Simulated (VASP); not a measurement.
Wanted: the native input for a VASP 6.6.1 run.

```
Task                   : relaxation of cell and atoms
Functional             : PBE
Potentials or basis    : VASP PAW PBE potentials, release 64 (Re)
Cutoff                 : 600 eV
k mesh                 : 8 × 8 × 8
Occupations            : fermi-dirac, width 0.1 eV
Spin                   : no spin polarisation
Target pressure        : 15 GPa
Dipole correction      : no
Further INCAR settings : ALGO = Normal; EDIFF = 1e-07; IBRION = 2; EDIFFG = -0.02; NSW = 80; ISIF = 3
```

The structure of Re lies in POSCAR:

```
Re
1.0
    2.5300000000      0.0000000000      0.0000000000
    0.0000000000      2.5300000000      0.0000000000
    0.0000000000      0.0000000000      2.5300000000
Re
1
Direct
    0.0000000000      0.0000000000      0.0000000000
```

One way to write it, as run:

INCAR

```
PREC = Accurate
ENCUT = 600
EDIFF = 1E-7
ISMEAR = -1
SIGMA = 0.1
LREAL = F
LASPH = T
NELM = 60
ALGO = Normal
ISIF = 3
LWAVE = F
LCHARG = F
GGA = PE
IBRION = 2
NSW = 80
EDIFFG = -0.02
PSTRESS = 150.0
```

KPOINTS

```
Automatic mesh
0
Gamma
  8 8 8
```

Potentials or basis: VASP PAW PBE potentials, release 64 (Re).

The run is started by

```bash
$ cat potpaw_PBE.64/Re/POTCAR > POTCAR
$ mpirun -np 1 vasp_std > vasp.out
```

Results of the run:

The relaxed volume is 16.25 Å³/atom, the relaxed cell is a = 2.533 Å, b = 2.533 Å, c = 2.533 Å, α = 90.00°, β = 90.00°, γ = 90.00° and the space group after relaxing (to 0.05 Å) is Pm-3m (No. 221). The energy change on relaxing (the enthalpy is what falls) is -5.6 meV/atom. The ionic steps are 3 and the pressure after relaxing is 15.0 GPa.

Caveat: the cell is relaxed towards a set pressure, so the enthalpy falls and the energy may rise.

Run time: 13 s on 1 thread of Intel(R) Xeon(R) Platinum 8488C (Sapphire Rapids), with other jobs on the host, peak memory 0.13 GiB.
